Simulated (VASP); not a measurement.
Here is a VASP 6.6.1 calculation.

File INCAR:

```
SYSTEM = Cs
PREC = Accurate ; ENCUT = 500
EDIFF = 1E-7 ; ISMEAR = 0
SIGMA = 0.1 ; LREAL = .False.
LASPH = .True. ; NELM = 120
ALGO = Normal ; ISIF = 3
LWAVE = .False. ; LCHARG = .False.
GGA = PS ; IBRION = 2
NSW = 100 ; EDIFFG = -0.01
GGA_COMPAT = .False. ; NELMIN = 4
```

KPOINTS

```
regular mesh
0
Gamma
  9 9 4
  0 0 0
```

The input POSCAR:

```
Cs
1.0
    5.5659085693      0.0000000000      0.0000000000
   -2.7829542847      4.8202182162      0.0000000000
    0.0000000000      0.0000000000     18.5215751700
Cs
4
Direct
    0.0000000000      0.0000000000      0.0000000000
    0.3333333300      0.6666666700      0.2500000000
    0.0000000000      0.0000000000      0.5000000000
    0.6666666700      0.3333333300      0.7500000000
```

Potentials or basis: VASP PAW PBE potentials, release 64 (Cs_sv).

Run with:

```sh
$ cat potpaw_PBE.64/Cs_sv/POTCAR > POTCAR
$ mpirun -np 1 vasp_std > vasp.out
```

Problem. What does it give for the band gap on the k mesh?

Solution. Zero (bands 18 and 19 overlap by 1.82 eV).

Problem. Predict the relaxed cell.

Solution. a = 5.317 Å, b = 5.317 Å, c = 17.649 Å, α = 90.00°, β = 90.00°, γ = 120.00°.

Problem. What does it give for the relaxed volume?

Solution. 108.04 Å³/atom.

Problem. What does it give for the space group after relaxing (to 0.1 Å)?

Solution. P6_3/mmc (No. 194).

Final structure:
```yaml
crystal:
  lattice:
    - [5.31742, 0.00000, 0.00000]
    - [-2.65871, 4.60502, 0.00000]
    - [0.00000, 0.00000, 17.64949]
  atoms:
    - { symbol: Cs, position: [0.00000, 0.00000, 0.00000] }
    - { symbol: Cs, position: [0.33333, 0.66667, 0.25000] }
    - { symbol: Cs, position: [0.00000, 0.00000, 0.50000] }
    - { symbol: Cs, position: [0.66667, 0.33333, 0.75000] }
```

Caveat: the PAW data sets were made with another functional, which shifts forces and pressure a little; spin-orbit coupling is left out, which moves the levels of the heavy elements.
